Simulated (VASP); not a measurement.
Input of a VASP 6.6.1 run:

Contents of POSCAR:

```
Sb
1.0
    0.0000000000      2.3869465721      2.3869465721
    2.3869465721      0.0000000000      2.3869465721
    2.3869465721      2.3869465721      0.0000000000
Sb
1
Direct
    0.0000000000      0.0000000000      0.0000000000
```

File INCAR.step1:

```
SYSTEM = Sb
PREC = Accurate
ENCUT = 520
EDIFF = 1E-5
ISMEAR = -1
SIGMA = 0.05
LREAL = .FALSE.
LASPH = .TRUE.
NELM = 100
ALGO = Normal
ISIF = 2
LWAVE = .TRUE.
NBANDS = 8
GGA = PE
```

The input INCAR.step2:

```
SYSTEM = Sb
PREC = Accurate
ENCUT = 520
EDIFF = 1E-6
ISMEAR = -1
SIGMA = 0.05
LREAL = .FALSE.
LASPH = .TRUE.
NELM = 100
ALGO = Normal
ISIF = 2
LWAVE = .FALSE.
LCHARG = .TRUE.
GGA = PE
LHFCALC = .TRUE.
HFSCREEN = 0.2079
PRECFOCK = Normal
LELF = .TRUE.
LVHAR = .TRUE.
NBANDS = 8
ISTART = 1
```

The input KPOINTS:

```
regular mesh
0
G
  6 6 6
  0 0 0
```

Potentials or basis: VASP PAW PBE potentials, release 64 (Sb).

Command:

```bash
$ cat potpaw_PBE.64/Sb/POTCAR > POTCAR
$ cp INCAR.step1 INCAR
$ mpirun -np 1 vasp_std > vasp.out
$ cp INCAR.step2 INCAR
$ mpirun -np 1 vasp_std > vasp.out
```

Problem. Estimate the pressure.

Solution. -2.4 GPa.

Caveat: the k points lie up to 0.38 Å⁻¹ apart; the PAW data sets were made with another functional, which shifts forces and pressure a little.
